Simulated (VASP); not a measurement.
# Al2Cu in VASP: further runs

The runs below take Al2Cu through single point, relaxation of cell and atoms, with PBE.

Everything below comes from runs of VASP 6.6.1. Logs are shortened: lines on timing, memory, paths and dates and some standing lists are left out, and cuts for length are marked.

### Step 1. The cell of the first run

It takes space group P-6m2 (No. 187, hexagonal). The conventional cell has a = 2.795 Å, b = 2.795 Å, c = 13.050 Å, α = 90.00°, β = 90.00°, γ = 120.00°. Al (site symmetry -6m2) has 12 Al at 2.80 to 2.91 Å within 3.7 Å. Within 3.4 Å of Al (site symmetry -6m2) lie 6 Cu at 2.59 Å and 6 Al at 2.80 Å. Al (site symmetry 3m) has 3 Cu at 2.63 Å and 9 Al at 2.80 to 2.91 Å within 3.5 Å. Cu (site symmetry 3m) has 6 Al at 2.59 to 2.63 Å and 6 Cu at 2.80 Å within 3.4 Å.

### Step 2. Single point, PBE

INCAR

```
SYSTEM = Al2Cu
PREC     = Accurate       ! precision mode
ENCUT    = 520            ! plane-wave cutoff, eV
EDIFF    = 1E-7           ! SCF threshold, eV
ISMEAR   = 0              ! smearing method
SIGMA    = 0.1            ! smearing width, eV
LREAL    = .False.        ! projectors in reciprocal space
LASPH    = .True.         ! aspherical terms in the spheres
NELM     = 60             ! most SCF steps
ALGO     = Fast           ! electronic algorithm
ISIF     = 2              ! what is computed and relaxed
LWAVE    = .False.        ! write WAVECAR
LCHARG   = .True.         ! write CHGCAR
GGA      = PE             ! functional
LELF     = .True.         ! ELF
LVHAR    = .True.       
NBANDS   = 26             ! bands
```

KPOINTS

```
Automatic mesh
0
Gamma
  18 18 4
  0 0 0
```

POSCAR

```
Al2Cu
1.0
    2.7951690129      0.0000000000      0.0000000000
   -1.3975845065      2.4206873731      0.0000000000
    0.0000000000      0.0000000000     13.0496422700
Al Cu
4 2
Direct
    0.3333333333      0.6666666667      0.5000000000
    0.6666666667      0.3333333333      0.0000000000
    0.6666666667      0.3333333333      0.3147635277
    0.6666666667      0.3333333333      0.6852364723
    0.3333333333      0.6666666667      0.8445442901
    0.3333333333      0.6666666667      0.1554557099
```

Potentials or basis: VASP PAW PBE potentials, release 64 (Al, Cu).

The run is started by

```sh
$ cat potpaw_PBE.64/Al/POTCAR potpaw_PBE.64/Cu/POTCAR > POTCAR
$ mpirun -np 1 vasp_std > vasp.out
```

OUTCAR:

```text
SYSTEM = Al2Cu
   PREC = Accurate
   ENCUT = 520
   EDIFF = 1E-7
   ISMEAR = 0
   LREAL = .False.
   LASPH = .True.
   NELM = 60
   ISIF = 2
   GGA = PE

 ion  position               nearest neighbor table
   1  0.333  0.667  0.500-   3 2.91   4 2.91   3 2.91   4 2.91   3 2.91   4 2.91
   2  0.667  0.333  0.000-   5 2.59   6 2.59   5 2.59   6 2.59   5 2.59   6 2.59
   3  0.667  0.333  0.315-   6 2.63   6 2.63   6 2.63   1 2.91   1 2.91   1 2.91
   4  0.667  0.333  0.685-   5 2.63   5 2.63   5 2.63   1 2.91   1 2.91   1 2.91
   5  0.333  0.667  0.845-   2 2.59   2 2.59   2 2.59   4 2.63   4 2.63   4 2.63
   6  0.333  0.667  0.155-   2 2.59   2 2.59   2 2.59   3 2.63   3 2.63   3 2.63

  LATTYP: Found a hexagonal cell.
 ALAT       =     2.7951690129
 C/A-ratio  =     4.6686415776

  Lattice vectors:

 A1 = (   2.7951690129,   0.0000000000,   0.0000000000)
 A2 = (  -1.3975845065,   2.4206873731,   0.0000000000)
 A3 = (   0.0000000000,   0.0000000000,  13.0496422700)

Analysis of symmetry for initial positions (statically):
=====================================================================
 Subroutine PRICEL returns:
 Original cell was already a primitive cell.

 Routine SETGRP: Setting up the symmetry group for a
 hexagonal supercell.

 Subroutine GETGRP returns: Found 12 space group operations
 (whereof 12 operations were pure point group operations)
 out of a pool of 24 trial point group operations.

The static configuration has the point symmetry D_3h.

Analysis of symmetry for dynamics (positions and initial velocities):
=====================================================================
 Subroutine PRICEL returns:
 Original cell was already a primitive cell.

 Routine SETGRP: Setting up the symmetry group for a
 hexagonal supercell.

 Subroutine GETGRP returns: Found 12 space group operations
 (whereof 12 operations were pure point group operations)
 out of a pool of 24 trial point group operations.

The dynamic configuration has the point symmetry D_3h.

 Subroutine INISYM returns: Found 12 space group operations
 (whereof 12 operations are pure point group operations),
 and found     1 'primitive' translations

----------------------------------------------------------------------------------------

                                     Primitive cell

  volume of cell :      88.2969

  direct lattice vectors                    reciprocal lattice vectors
     2.795169013  0.000000000  0.000000000     0.357760119  0.206552901  0.000000000
[... 99 lines left out ...]
   NFREE  =      0    steps in history (QN), initial steepest desc. (CG)
   ISIF   =      2    stress and relaxation
   ISYM   =      2    0-nonsym 1-usesym 2-fastsym
   POTIM  = 0.5000    time-step for ionic-motion
   TEBEG  =    0.0;   TEEND  =   0.0 temperature during run
   PSTRESS=    0.0 pullay stress
   NELECT =      34.0000    total number of electrons
   NUPDOWN=      -1.0000    fix difference up-down
   EMIN   =  10.00;   EMAX   =-10.00  energy-range for DOS
   EFERMI =   0.00;   METHOD = LEGACY
   ISMEAR =     0;   SIGMA  =   0.10  broadening in eV -4-tet -1-fermi 0-gaus
   EFERMI_NEDOS =   21; number of points for ismear=-14 and -15
   IALGO  =     68    algorithm
   IMIX   =      4    mixing-type and parameters
     AMIX     =   0.40;   BMIX     =  1.00
     AMIX_MAG =   1.60;   BMIX_MAG =  1.00
  volume/ion in A,a.u.               =      14.72        99.31
  Fermi-wavevector in a.u.,A,eV,Ry     =   1.191021  2.250703 19.300279  1.418531
  Thomas-Fermi vector in A             =   2.327092
   LORBIT       =      0    0 simple, 1 ext, 2 COOP (PROOUT), +10 PAW based schemes
   GGA     = PE    functional components
   LHFCALC =     F    Hartree Fock is set to
   AEXX    =    0.0000 exact exchange contribution
   IVDW    =     0    specifies the selected vdW correction
   LEPSILON=     F    determine dielectric tensor
   LRPA    =     F    only Hartree local field effects (RPA)
 non-spin polarized calculation
 RMM-DIIS sequential band-by-band and
 Gauss-broadening in eV      SIGMA  =   0.10
  energy-cutoff  :      520.00
  volume of cell :       88.30
 maximum number of plane-waves:      2401
 NGX is ok and might be reduce to    24
   NGX = 11   NGY = 11   NGZ = 49

 number of electron      33.9999968 magnetization

 Free energy of the ion-electron system (eV)
  ---------------------------------------------------
  ext. energy  EPLUGINS =         0.00000000
  ---------------------------------------------------
  free energy    TOTEN  =       -22.77459800 eV

  energy without entropy =      -22.76477397  energy(sigma->0) =      -22.76968598

 E-fermi :   8.1541     XC(G=0): -10.9275

 val. band max:        8.1516169891   @ k =   0.2778   0.0556   0.0000
 cond. band min:       8.1547299471   @ k =   0.5000   0.0000   0.0000
 fundamental gap:      0.0031129579
 Fermi energy:         8.1541377654

 k-point     1 :       0.0000    0.0000    0.0000
  band No.  band energies     occupation
      1      -2.8526      2.00000
      2      -2.1121      2.00000
      3      -1.8401      2.00000
      4       0.4176      2.00000
      5       1.1192      2.00000
      6       3.4064      2.00000
[... 685 lines left out ...]
     25      13.0298      0.00000
     26      13.5119      0.00000

 [... further k-points ...]

------------------------ aborting loop because EDIFF is reached ----------------------------------------

  FORCE on cell =-STRESS in cart. coord.  units (eV):
  Direction    XX          YY          ZZ          XY          YZ          ZX
  --------------------------------------------------------------------------------------
  -------------------------------------------------------------------------------------
  Total        0.0358886      0.0358886      0.0960770     -0.0000000     -0.0000000     -0.0000000
  in kB        0.6512116      0.6512116      1.7433498     -0.0000000     -0.0000000     -0.0000000
  external PRESSURE =       1.0152577 kB  Pullay stress =       0.0000000 kB

 VOLUME and BASIS-vectors are now :
 -----------------------------------------------------------------------------
  energy-cutoff  :      520.00
  volume of cell :       88.30
      direct lattice vectors                 reciprocal lattice vectors
     2.795169013  0.000000000  0.000000000     0.357760119  0.206552901  0.000000000
    -1.397584507  2.420687373  0.000000000     0.000000000  0.413105803  0.000000000
     0.000000000  0.000000000 13.049642270     0.000000000  0.000000000  0.076630453

 POSITION                                       TOTAL-FORCE (eV/Angst)
 -----------------------------------------------------------------------------------
     -0.00000      1.61379      6.52482        -0.000000     -0.000000      0.000000
      1.39758      0.80690      0.00000         0.000000     -0.000000      0.000000
      1.39758      0.80690      4.10755         0.000000     -0.000000      0.015013
      1.39758      0.80690      8.94209        -0.000000     -0.000000     -0.015013
     -0.00000      1.61379     11.02100        -0.000000      0.000000     -0.010640
     -0.00000      1.61379      2.02864         0.000000      0.000000      0.010640
 -----------------------------------------------------------------------------------
    total drift:                                0.000000     -0.000000     -0.000000

  FREE ENERGIE OF THE ION-ELECTRON SYSTEM (eV)
  ---------------------------------------------------
  free  energy   TOTEN  =       -22.7745979995 eV

  energy  without entropy=      -22.7647739675  energy(sigma->0) =      -22.76968598
```

OSZICAR:

```text
N       E                     dE             d eps       ncg     rms          rms(c)
DAV:   1     0.185083877776E+03    0.18508E+03   -0.13649E+04  5772   0.147E+03
DAV:   2    -0.152637394538E+02   -0.20035E+03   -0.18907E+03  5776   0.283E+02
DAV:   3    -0.271977607633E+02   -0.11934E+02   -0.10929E+02  7810   0.869E+01
DAV:   4    -0.275697170513E+02   -0.37196E+00   -0.36972E+00  8854   0.135E+01
[... 13 lines left out ...]
RMM:  18    -0.227745996609E+02   -0.43638E-05   -0.38141E-05  8198   0.325E-02    0.944E-03
RMM:  19    -0.227745989138E+02    0.74713E-06   -0.39576E-06  7559   0.166E-02    0.736E-03
RMM:  20    -0.227745979050E+02    0.10088E-05   -0.26086E-06  7295   0.135E-02    0.569E-03
RMM:  21    -0.227745979967E+02   -0.91653E-07   -0.15706E-06  6877   0.653E-03    0.288E-03
RMM:  22    -0.227745979995E+02   -0.28413E-08   -0.21370E-07  4871   0.437E-03
   1 F= -.22774598E+02 E0= -.22769686E+02  d E =-.982403E-02
```

stdout:

```text
POSCAR found type information on POSCAR AlCu
 POSCAR found :  2 types and       6 ions
 scaLAPACK will be used
 LDA part: xc-table for (Slater+PW92), standard interpolation
 POSCAR, INCAR and KPOINTS ok, starting setup
 FFT: planning ... GRIDC
 FFT: planning ... GRID_SOFT
 FFT: planning ... GRID
 WAVECAR not read
 entering main loop
```

It took 15 min on 1 thread of Intel Xeon 8259CL, shared host; peak memory 0.38 GiB.

What came out:

```
Free energy            : -22.7746 eV
Pressure               : 0.1 GPa
Largest force          : 0.015 eV/Å
Band gap on the k mesh : zero (bands 17 and 18 overlap by 2.61 eV)
```

Forces in eV/Å, atoms in the order of the input:
```
Al   0.000  0.000  0.000
Al   0.000  0.000  0.000
Al   0.000  0.000  0.015
Al   0.000  0.000 -0.015
Cu   0.000  0.000 -0.011
Cu   0.000  0.000  0.011
```

[end of part 1 of 2]
